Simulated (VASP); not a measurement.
# VN (Fm-3m) in VASP: notebook, part 2 of 2

VASP 6.6.1. Earlier steps stand in the parts before.

### 4 Single point, RPBE+D4, collinear spin (8.18 Å³/atom)

This run uses another cell than the first one, of 8.18 Å³/atom.

The input, INCAR:

```
SYSTEM = VN
PREC = Accurate ; ENCUT = 1330
EDIFF = 1E-6 ; ISMEAR = 0
SIGMA = 0.05 ; LREAL = .FALSE.
LASPH = .TRUE. ; NELM = 200
ALGO = Normal ; ISIF = 2
LWAVE = .FALSE. ; LCHARG = .FALSE.
ISPIN = 2 ; MAGMOM = 0.05 0
LORBIT = 11 ; LMAXMIX = 4
GGA = RP ; IVDW = 13
NBANDS = 20 ; GGA_COMPAT = .FALSE.
```

The input, KPOINTS:

```
regular mesh
0
G
  10 10 10
  0 0 0
```

The input, POSCAR:

```
VN
1.0
    0.0000000000      2.0146457733      2.0146457733
    2.0146457733      0.0000000000      2.0146457733
    2.0146457733      2.0146457733      0.0000000000
V N
1 1
Direct
    0.0000000000      0.0000000000      0.0000000000
    0.5000000000      0.5000000000      0.5000000000
```

Potentials or basis: VASP PAW PBE potentials, release 64 (V_sv, N_h).

Run with:

```console
> cat potpaw_PBE.64/V_sv/POTCAR potpaw_PBE.64/N_h/POTCAR > POTCAR
> mpirun -np 1 vasp_std > vasp.out
```

OUTCAR:

```text
SYSTEM = VN
   PREC = Accurate
   ENCUT = 1330
   EDIFF = 1E-6
   ISMEAR = 0
   LREAL = .FALSE.
   LASPH = .TRUE.
   NELM = 200
   ISIF = 2
   ISPIN = 2
   LORBIT = 11
   GGA = RP
   IVDW = 13

 ion  position               nearest neighbor table
   1  0.000  0.000  0.000-   2 2.01   2 2.01   2 2.01   2 2.01   2 2.01   2 2.01
   2  0.500  0.500  0.500-   1 2.01   1 2.01   1 2.01   1 2.01   1 2.01   1 2.01

  LATTYP: Found a face centered cubic cell.
 ALAT       =     4.0292915466

  Lattice vectors:

 A1 = (   0.0000000000,   2.0146457733,   2.0146457733)
 A2 = (   2.0146457733,   0.0000000000,   2.0146457733)
 A3 = (   2.0146457733,   2.0146457733,   0.0000000000)

Analysis of symmetry for initial positions (statically):
=====================================================================
 Subroutine PRICEL returns:
 Original cell was already a primitive cell.

 Routine SETGRP: Setting up the symmetry group for a
 face centered cubic supercell.

 Subroutine GETGRP returns: Found 48 space group operations
 (whereof 48 operations were pure point group operations)
 out of a pool of 48 trial point group operations.

The static configuration has the point symmetry O_h .

Analysis of symmetry for dynamics (positions and initial velocities):
=====================================================================
 Subroutine PRICEL returns:
 Original cell was already a primitive cell.

 Routine SETGRP: Setting up the symmetry group for a
 face centered cubic supercell.

 Subroutine GETGRP returns: Found 48 space group operations
 (whereof 48 operations were pure point group operations)
 out of a pool of 48 trial point group operations.

The dynamic configuration has the point symmetry O_h .

Analysis of structural, dynamic, and magnetic symmetry:
=====================================================================
 Subroutine PRICEL returns:
 Original cell was already a primitive cell.

 Routine SETGRP: Setting up the symmetry group for a
 face centered cubic supercell.

 Subroutine GETGRP returns: Found 48 space group operations
 (whereof 48 operations were pure point group operations)
 out of a pool of 48 trial point group operations.

The overall configuration has the point symmetry O_h .

 Subroutine INISYM returns: Found 48 space group operations
 (whereof 48 operations are pure point group operations),
 and found     1 'primitive' translations

----------------------------------------------------------------------------------------

                                     Primitive cell

  volume of cell :      16.3541

  direct lattice vectors                    reciprocal lattice vectors
     0.000000000  2.014645773  2.014645773    -0.248182587  0.248182587  0.248182587
     2.014645773  0.000000000  2.014645773     0.248182587 -0.248182587  0.248182587
     2.014645773  2.014645773  0.000000000     0.248182587  0.248182587 -0.248182587

  length of vectors
     2.849139376  2.849139376  2.849139376     0.429864850  0.429864850  0.429864850

  position of ions in fractional coordinates (direct lattice)
     0.000000000  0.000000000  0.000000000
     0.500000000  0.500000000  0.500000000

  ion indices of the primitive-cell ions
   primitive index   ion index
                 1           1
                 2           2

----------------------------------------------------------------------------------------
[... 67 lines left out ...]
   LASPH  =      T    aspherical Exc in radial PAW
   ENCUT  = 1330.0 eV  97.75 Ry    9.89 a.u.   8.47  8.47  8.47*2*pi/ulx,y,z
   NELM   =    200;   NELMIN=  2; NELMDL= -5     # of ELM steps
   EDIFF  = 0.1E-05   stopping-criterion for ELM
   LREAL  =      F    real-space projection
   EDIFFG = 0.1E-04   stopping-criterion for IOM
   NSW    =      0    number of steps for IOM
   IBRION =     -1    ionic relax: 0-MD 1-quasi-New 2-CG
   NFREE  =      0    steps in history (QN), initial steepest desc. (CG)
   ISIF   =      2    stress and relaxation
   ISYM   =      2    0-nonsym 1-usesym 2-fastsym
   POTIM  = 0.5000    time-step for ionic-motion
   TEBEG  =    0.0;   TEEND  =   0.0 temperature during run
   PSTRESS=    0.0 pullay stress
   NELECT =      18.0000    total number of electrons
   NUPDOWN=      -1.0000    fix difference up-down
   EMIN   =  10.00;   EMAX   =-10.00  energy-range for DOS
   EFERMI =   0.00;   METHOD = LEGACY
   ISMEAR =     0;   SIGMA  =   0.05  broadening in eV -4-tet -1-fermi 0-gaus
   EFERMI_NEDOS =   21; number of points for ismear=-14 and -15
   IALGO  =     38    algorithm
   IMIX   =      4    mixing-type and parameters
     AMIX     =   0.40;   BMIX     =  1.00
     AMIX_MAG =   1.60;   BMIX_MAG =  1.00
  volume/ion in A,a.u.               =       8.18        55.18
  Fermi-wavevector in a.u.,A,eV,Ry     =   1.690273  3.194154 38.872176  2.857024
  Thomas-Fermi vector in A             =   2.772250
   LORBIT       =     11    0 simple, 1 ext, 2 COOP (PROOUT), +10 PAW based schemes
   GGA     = RP    functional components
   LHFCALC =     F    Hartree Fock is set to
   AEXX    =    0.0000 exact exchange contribution
   IVDW    =    13    specifies the selected vdW correction
   LEPSILON=     F    determine dielectric tensor
   LRPA    =     F    only Hartree local field effects (RPA)
 spin polarized calculation
 Gauss-broadening in eV      SIGMA  =   0.05
  energy-cutoff  :     1330.00
  volume of cell :       16.35
 maximum number of plane-waves:      1829
 NGX is ok and might be reduce to    36
   NGX = 17   NGY = 17   NGZ = 17

 number of electron      18.0000000 magnetization       0.0020860

 Free energy of the ion-electron system (eV)
  ---------------------------------------------------
  ext. energy  EPLUGINS =         0.00000000
  ---------------------------------------------------
  free energy    TOTEN  =       -18.16647575 eV

  energy without entropy =      -18.16407785  energy(sigma->0) =      -18.16527680

 E-fermi :  13.6133     XC(G=0): -13.9099

 val. band max:       13.5962130671   @ k =   0.3000   0.1000   0.0000
 cond. band min:      13.6409293305   @ k =   0.3000   0.2000   0.1000
 fundamental gap:      0.0447162634
 Fermi energy:        13.6133317998

 spin component 1

 k-point     1 :       0.0000    0.0000    0.0000
  band No.  band energies     occupation
      1     -52.0192      1.00000
      2     -25.5414      1.00000
      3     -25.5414      1.00000
      4     -25.5414      1.00000
      5      -5.0269      1.00000
      6      11.1740      1.00000
[... 541 lines left out ...]
     19      41.9112      0.00000
     20      44.2175      0.00000

 [... further k-points ...]

 spin component 2

 k-point     1 :       0.0000    0.0000    0.0000
  band No.  band energies     occupation
      1     -52.0170      1.00000
      2     -25.5392      1.00000
      3     -25.5392      1.00000
      4     -25.5392      1.00000
      5      -5.0268      1.00000
      6      11.1739      1.00000
[... 541 lines left out ...]
     19      41.9121      0.00000
     20      44.2182      0.00000

 [... further k-points ...]

------------------------ aborting loop because EDIFF is reached ----------------------------------------

  DFT-D4 for vdW energy calculation

  Edisp (eV):   -1.70600

  FORCE on cell =-STRESS in cart. coord.  units (eV):
  Direction    XX          YY          ZZ          XY          YZ          ZX
  --------------------------------------------------------------------------------------
  -------------------------------------------------------------------------------------
  Total       0.81537     0.81537     0.81537     0.00000     0.00000     0.00000
  in kB      79.87982    79.87982    79.87982     0.00000     0.00000     0.00000
  external pressure =       79.88 kB  Pullay stress =        0.00 kB

 VOLUME and BASIS-vectors are now :
 -----------------------------------------------------------------------------
  energy-cutoff  :     1330.00
  volume of cell :       16.35
      direct lattice vectors                 reciprocal lattice vectors
     0.000000000  2.014645773  2.014645773    -0.248182587  0.248182587  0.248182587
     2.014645773  0.000000000  2.014645773     0.248182587 -0.248182587  0.248182587
     2.014645773  2.014645773  0.000000000     0.248182587  0.248182587 -0.248182587

 POSITION                                       TOTAL-FORCE (eV/Angst)
 -----------------------------------------------------------------------------------
      0.00000      0.00000      0.00000        -0.000000      0.000000     -0.000000
      2.01465      2.01465      2.01465         0.000000     -0.000000      0.000000
 -----------------------------------------------------------------------------------
    total drift:                                0.000000      0.000000      0.000000

  FREE ENERGIE OF THE ION-ELECTRON SYSTEM (eV)
  ---------------------------------------------------
  free  energy   TOTEN  =       -19.8724779394 eV

  energy  without entropy=      -19.8700800376  energy(sigma->0) =      -19.87127899

 total charge

# of ion       s       p       d       tot
------------------------------------------
    1        2.257   6.320   3.243  11.820
    2        0.726   1.528   0.000   2.254
--------------------------------------------------
tot          2.983   7.849   3.243  14.075

 magnetization (x)

# of ion       s       p       d       tot
------------------------------------------
    1        0.000   0.000   0.002   0.002
    2       -0.000  -0.000   0.000  -0.000
--------------------------------------------------
tot          0.000  -0.000   0.002   0.002
```

stdout:

```text
POSCAR found type information on POSCAR V N
 POSCAR found :  2 types and       2 ions
 scaLAPACK will be used
 -----------------------------------------------------------------------------
|                                                                             |
|                                                                             |
|     You enforced a specific xc type in the INCAR file but a different       |
|     I HOPE YOU KNOW WHAT YOU ARE DOING!                                     |
|                                                                             |
 -----------------------------------------------------------------------------

 LDA part: xc-table for (Slater+PW92), standard interpolation
 POSCAR, INCAR and KPOINTS ok, starting setup
 FFT: planning ... GRIDC
 FFT: planning ... GRID_SOFT
 FFT: planning ... GRID
 WAVECAR not read
 entering main loop
```

Wall time 1.8 min (1 thread of AMD EPYC 7R13 (Zen 3), shared host); peak memory 0.28 GiB.

Results:

- Free energy: -19.8725 eV
- Pressure: 8.0 GPa
- Band gap on the k mesh: zero (filled and empty bands overlap)
- Net moment: 0.00 μB per cell
- Valence electrons inside the program's atomic spheres: V 11.82; N 2.25
- Dispersion energy per atom: -0.853 eV

Levels at points of the mesh, in eV from the Fermi level:
Spin up:
| k point | band 6 | band 7 | band 8 | band 9 | band 10 | band 11 | band 12 | band 13 |
| --- | --- | --- | --- | --- | --- | --- | --- | --- |
| (0.00, 0.00, 0.00) | -2.44 | -2.44 | -2.44 | -1.75 | -1.75 | -1.75 | -0.56 | -0.56 |
| (0.50, 0.00, 0.00) | -9.50 | -6.61 | -6.61 | 0.62 | 0.62 | 1.59 | 5.42 | 5.42 |
| (0.50, 0.50, 0.00) | -7.02 | -4.27 | -3.91 | -3.91 | 0.52 | 1.31 | 1.31 | 3.05 |
Spin down:
```tsv
k point	band 6	band 7	band 8	band 9	band 10	band 11	band 12	band 13
(0.00, 0.00, 0.00)	-2.44	-2.44	-2.44	-1.74	-1.74	-1.74	-0.56	-0.56
(0.50, 0.00, 0.00)	-9.50	-6.61	-6.61	0.62	0.62	1.59	5.42	5.42
(0.50, 0.50, 0.00)	-7.02	-4.26	-3.91	-3.91	0.52	1.31	1.31	3.05
```

Caveat: the cell stands under pressure; the PAW data sets were made with another functional, which shifts forces and pressure a little. With open d or f shells a metallic result of RPBE can be an artefact of self-interaction; +U or a hybrid may open a gap.

### 5 Overview

```tsv
cell	gap on the mesh (eV)	pressure (GPa)	moment (μB)
a = 2.830 Å, angles 60.0°, 2 atoms	none	15.8	0.00
a = 2.868 Å, angles 60.0°, 2 atoms	none	1.0	0.00
a = 2.849 Å, angles 60.0°, 2 atoms	none	8.0	0.00
```

Alike in all rows: task single point; level RPBE+D4; potentials or basis VASP PAW PBE potentials, release 64 (V_sv, N_h); spin collinear; k mesh 10 × 10 × 10; cutoff (eV) 1330; smearing gaussian 0.05 eV.

Caveats: the PAW data sets were made with another functional, which shifts forces and pressure a little; the cell stands under pressure (at least some runs).

Total energies depend on the potentials used, so only differences within one code and one set of settings carry meaning.

The gap in the log of VASP goes by the Fermi energy; the results here count the filled bands.